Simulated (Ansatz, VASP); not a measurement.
**Two plane-wave programs on K**

Contents of INCAR:

```
PREC = Accurate
ENCUT = 520
EDIFF = 1E-6
ISMEAR = 0
SIGMA = 0.15
LREAL = F
LASPH = T
NELM = 100
ALGO = Normal
ISIF = 2
LWAVE = F
LCHARG = F
GGA = PE
IVDW = 12
NBANDS = 16
```

Contents of KPOINTS:

```
regular mesh
0
Gamma
  12 12 6
```

POSCAR

```
K
1.0
    2.4989114087     -4.0476104500      0.0000000000
    2.4989114087      4.0476104500      0.0000000000
    0.0000000000      0.0000000000      7.8117980100
K
2
Direct
    0.8206130200      0.1793869800      0.2500000000
    0.1793869800      0.8206130200      0.7500000000
```

Input for Ansatz:

```yaml
crystal:
  lattice:
    - [2.4989114087, -4.04761045, 0.0]
    - [2.4989114087, 4.04761045, 0.0]
    - [0.0, 0.0, 7.81179801]
  atoms:
    - { symbol: K, position: [0.82061302, 0.17938698, 0.25] }
    - { symbol: K, position: [0.17938698, 0.82061302, 0.75] }
basis:
  ecutwfc: 420
kpoints:
  mp_grid: { grid: [12, 12, 6] }
hamiltonian:
  xc: pbe
  dispersion: d3bj
scf:
  occupations: { method: gaussian, width: 0.15 }
output:
  forces: true
  stress: true
  eigenvalues: true
```

Change from the starting cell: strain +0.0250 x Voigt [1, 0, 0, 0, 0, 0], atoms carried along.

Alike in both runs: task single point; functional PBE; dispersion D3(BJ); k mesh 12 × 12 × 6; occupations gaussian, width 0.15 eV; no spin polarisation.

|  | VASP | Ansatz |
| --- | --- | --- |
| version | VASP 6.6.1 | Ansatz 0.2.0 |
| potentials or method | VASP PAW PBE potentials, release 64 (K_sv), cutoff 520 eV | scalar-relativistic, plane waves, PAW |
| valence electrons in the cell | 18 | 18 |

```tsv
	VASP	Ansatz	Ansatz less VASP
gap on the k mesh at the Fermi level (eV)	none	none	-
pressure (GPa)	-0.4	-0.4	+0.01
traceless stress, the component that is largest in VASP (GPa)	-0.07	-0.07	0.000
```

A gap of «none» marks a metal or a gap that the smearing closes.
